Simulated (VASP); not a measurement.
A run of VASP 6.6.1 is set up as follows.

The input INCAR:

```
ALGO = Normal ; EDIFF = 1E-6
ENCUT = 520 ; GGA = CA
ISIF = 2 ; ISMEAR = -1
LASPH = True ; LCHARG = False
LREAL = False ; LWAVE = False
NBANDS = 16 ; NELM = 100
PREC = Accurate ; SIGMA = 0.01
```

File KPOINTS:

```
k-points
0
Gamma
  9 9 9
```

Contents of POSCAR:

```
AgCl
1.0
    0.0000000000      2.7351899843      2.7351899843
    2.7351899843      0.0000000000      2.7351899843
    2.7351899843      2.7351899843      0.0000000000
Ag Cl
1 1
Direct
    0.0000000000      0.0000000000      0.0000000000
    0.5000000000      0.5000000000      0.5000000000
```

Potentials or basis: VASP PAW LDA potentials, release 64 (Ag, Cl).

The run is started by

```sh
$ cat potpaw_LDA.64/Ag/POTCAR potpaw_LDA.64/Cl/POTCAR > POTCAR
$ mpirun -np 1 vasp_std > vasp.out
```

**Question.** Estimate the band gap on the k mesh.

**Answer.** 0.69 eV (least direct gap 3.07 eV).

**Question.** What does it give for the pressure?

**Answer.** -3.8 GPa.

Caveat: the cell stands under tension; semilocal functionals underestimate gaps, and a narrow one can read as zero; an odd mesh through Γ misses points on the zone boundary, where band edges can lie.
